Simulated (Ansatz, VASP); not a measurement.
**LaHg in VASP and in Ansatz**

```
La Hg
1.0
     3.87537    0.00000    0.00000
     0.00000    3.87537    0.00000
     0.00000    0.00000    3.83700
La Hg
1 1
Direct
  0.50000 0.50000 0.50000
  0.00000 0.00000 0.00000
```

Change from the starting cell: equal xx and yy strain of +1 %.

Alike in both runs: task single point; functional LDA; k mesh 11 × 11 × 11; occupations fermi-dirac, width 0.08 eV; no spin polarisation.

|  | VASP | Ansatz |
| --- | --- | --- |
| version | VASP 6.6.1 | Ansatz 0.2.0 |
| potentials or method | VASP PAW LDA potentials, release 64 (La, Hg), cutoff 520 eV | all-electron LAPW, scalar-relativistic |

|  | VASP | Ansatz | Ansatz less VASP |
| --- | --- | --- | --- |
| pressure (GPa) | -2.8 | -2.9 | -0.13 |
| traceless stress, the component that is largest in VASP (GPa) | 0.12 | 0.12 | +0.001 |

LDA's correlation is that of Perdew and Zunger in VASP and of Perdew and Wang (1992) in Ansatz. Ansatz ran all-electron here, and VASP with PAW potentials.

Neither program's run includes spin-orbit coupling.
